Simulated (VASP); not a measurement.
## Zn: single point with PBE

The system is Zn.

```xyz
1
Lattice="0.0000 1.9629 1.9629 1.9629 0.0000 1.9629 1.9629 1.9629 0.0000" Properties=species:S:1:pos:R:3 pbc="T T T"
Zn    0.0000    0.0000    0.0000
```

- Program: VASP 6.6.1
- Task: single point
- Functional: PBE
- Potentials or basis: VASP PAW PBE potentials, release 64 (Zn)
- Cutoff: 520 eV
- k mesh: 8 × 8 × 8
- Occupations: gaussian, width 0.05 eV
- Spin: no spin polarisation

```json
{"Pressure": "0.8 GPa", "Band gap on the k mesh": "zero (band 6 reaches 5.36 eV, above the bottom of band 7 at 1.73 eV)"}
```

Levels at points of the mesh, in eV from the Fermi level:
| k point | band 3 | band 4 | band 5 | band 6 | band 7 | band 8 | band 9 | band 10 |
| --- | --- | --- | --- | --- | --- | --- | --- | --- |
| (0.00, 0.00, 0.00) | -7.33 | -7.33 | -6.95 | -6.95 | 18.61 | 18.61 | 18.61 | 19.21 |
| (0.50, 0.00, 0.00) | -7.33 | -6.66 | -6.66 | -2.61 | -1.08 | 15.58 | 15.58 | 17.75 |
| (0.50, 0.50, 0.00) | -6.67 | -6.59 | -6.59 | -0.70 | 2.04 | 8.74 | 8.74 | 12.40 |

It took 3.4 s on 1 thread of Intel(R) Xeon(R) Platinum 8488C (Sapphire Rapids) (shared host), peak memory 0.13 GiB.
